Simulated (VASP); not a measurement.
# AlGa3N4: single point with PBEsol

The system is AlGa3N4.

```xyz
8
Lattice="4.4717 0.0000 0.0000 0.0000 4.4717 0.0000 0.0000 0.0000 4.4717" Properties=species:S:1:pos:R:3 pbc="T T T"
Al    0.0000    0.0000    0.0000
Ga    2.2358    2.2358    0.0000
Ga    2.2358    0.0000    2.2358
Ga    0.0000    2.2358    2.2358
N     3.3793    3.3793    1.0924
N     3.3793    1.0924    3.3793
N     1.0924    3.3793    3.3793
N     1.0924    1.0924    1.0924
```

```
Program                : VASP 6.6.1
Task                   : single point
Functional             : PBEsol
Potentials or basis    : VASP PAW PBE potentials, release 64 (Al, Ga_d, N)
Cutoff                 : 520 eV
k mesh                 : 4 × 4 × 4
Occupations            : gaussian, width 0.1 eV
Spin                   : no spin polarisation
Dipole correction      : no
Further INCAR settings : ALGO = Normal; EDIFF = 1e-06; NBANDS = 41
```

- Pressure: -0.7 GPa
- Largest force: 0.139 eV/Å
- Band gap on the k mesh: 2.29 eV, direct

Forces in eV/Å, atoms in the order of the input:
```
Al   0.000  0.000  0.000
Ga   0.000  0.000  0.000
Ga   0.000  0.000  0.000
Ga   0.000  0.000  0.000
N   -0.080 -0.080  0.080
N   -0.080  0.080 -0.080
N    0.080 -0.080 -0.080
N    0.080  0.080  0.080
```

Levels at points of the mesh, in eV from the valence-band top:
```tsv
k point	band 27	band 28	band 29	band 30	band 31	band 32	band 33	band 34	band 35	band 36
(0.00, 0.00, 0.00)	-2.46	-2.46	0.00	0.00	0.00	2.29	3.35	3.35	3.35	6.41
(0.50, 0.00, 0.00)	-2.83	-1.47	-1.47	-1.19	-1.19	4.83	4.94	6.14	6.14	7.65
(0.50, 0.50, 0.00)	-3.04	-0.98	-0.94	-0.94	-0.60	6.60	6.81	6.81	7.23	7.27
(0.50, 0.50, 0.50)	-0.73	-0.73	-0.67	-0.67	-0.67	4.91	4.91	4.91	6.16	8.91
```

Wall time 37 s on 1 thread of Intel(R) Xeon(R) Platinum 8488C (Sapphire Rapids) (shared host), peak memory 0.2 GiB.

Caveat: the PAW data sets were made with another functional, which shifts forces and pressure a little.
